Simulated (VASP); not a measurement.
Set up this calculation in VASP 6.6.1, as the native input.

```
Task                   : single point
Functional             : PBE
Potentials or basis    : VASP PAW PBE potentials, release 64 (Cl)
Cutoff                 : 520 eV
k mesh                 : 6 × 6 × 2
Occupations            : gaussian, width 0.01 eV
Spin                   : no spin polarisation
Dipole correction      : no
Further INCAR settings : ALGO = Normal; EDIFF = 1e-06; NBANDS = 22
```

The structure of Cl lies in POSCAR:

```
Cl
1.0
    2.8602265779     -1.8492557241      0.0000000000
    2.8602265779      1.8492557241      0.0000000000
    0.0000000000      0.0000000000      7.6775409614
Cl
4
Direct
    0.8571187285      0.1428812715      0.1136697225
    0.6428812715      0.3571187285      0.6136697225
    0.1428812715      0.8571187285      0.8863302775
    0.3571187285      0.6428812715      0.3863302775
```

One way to write it, as run:

INCAR

```
SYSTEM = Cl
PREC = Accurate
ENCUT = 520
EDIFF = 1E-6
ISMEAR = 0
SIGMA = 0.01
LREAL = .FALSE.
LASPH = .TRUE.
NELM = 100
ALGO = Normal
ISIF = 2
LWAVE = .FALSE.
LCHARG = .FALSE.
GGA = PE
NBANDS = 22
```

KPOINTS

```
Automatic mesh
0
G
  6 6 2
  0 0 0
```

Potentials or basis: VASP PAW PBE potentials, release 64 (Cl).

The run is started by

```console
$ cat potpaw_PBE.64/Cl/POTCAR > POTCAR
$ mpirun -np 1 vasp_std > vasp.out
```

It gave:

| Item | Value |
| --- | --- |
| Pressure | 7.6 GPa |
| Largest force | 0.164 eV/Å |
| Band gap on the k mesh | 2.06 eV, indirect (least direct gap 2.16 eV) |

It took 31 s on 1 thread of Intel(R) Xeon(R) Platinum 8488C (Sapphire Rapids), on a shared host, peak memory 0.2 GiB.
